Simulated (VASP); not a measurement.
Co3C2, 5 atoms in the cell. It takes space group P-6m2 (No. 187, hexagonal). Conventional cell: a = 2.979 Å, b = 2.979 Å, c = 5.691 Å, α = 90.00°, β = 90.00°, γ = 120.00°. Co (site symmetry 3m) has 6 C at 2.04 to 2.45 Å and 4 Co at 2.19 to 2.45 Å within 2.7 Å. Co (site symmetry -6m2) has 3 C at 1.72 Å within 2.3 Å. C (site symmetry -6m2) has 6 Co at 2.04 Å within 2.7 Å. C (site symmetry -6m2) has 3 Co at 1.72 Å within 2.3 Å. 

| Property | Result |
| --- | --- |
| Program | VASP 6.6.1 |
| Task | relaxation of cell and atoms |
| Functional | PBEsol |
| Potentials or basis | VASP PAW PBE potentials, release 64 (Co, C) |
| Cutoff | 600 eV |
| k mesh | 12 × 12 × 6 |
| Occupations | gaussian, width 0.1 eV |
| Spin | collinear spin |
| Starting moments | [0.32, 0.32, 0.0, 0.0, 0.0] μB |
| Dipole correction | no |
| Further INCAR settings | ALGO = Normal; EDIFF = 1e-06; IBRION = 2; EDIFFG = -0.01; NSW = 80; ISIF = 3 |

Potentials or basis: VASP PAW PBE potentials, release 64 (Co, C).

The run is started by

```console
$ cat potpaw_PBE.64/Co/POTCAR potpaw_PBE.64/C/POTCAR > POTCAR
$ mpirun -np 1 vasp_std > vasp.out
```

Hardware: 1 thread of AMD EPYC 9R45 (Zen 5), on a shared host.

Q: How long does it take, and how much memory?

A: Run time: 4.1 min on 1 thread of AMD EPYC 9R45 (Zen 5) (shared host), peak memory 0.25 GiB. Counts: scf iterations 35, k points 76, ion steps 4.
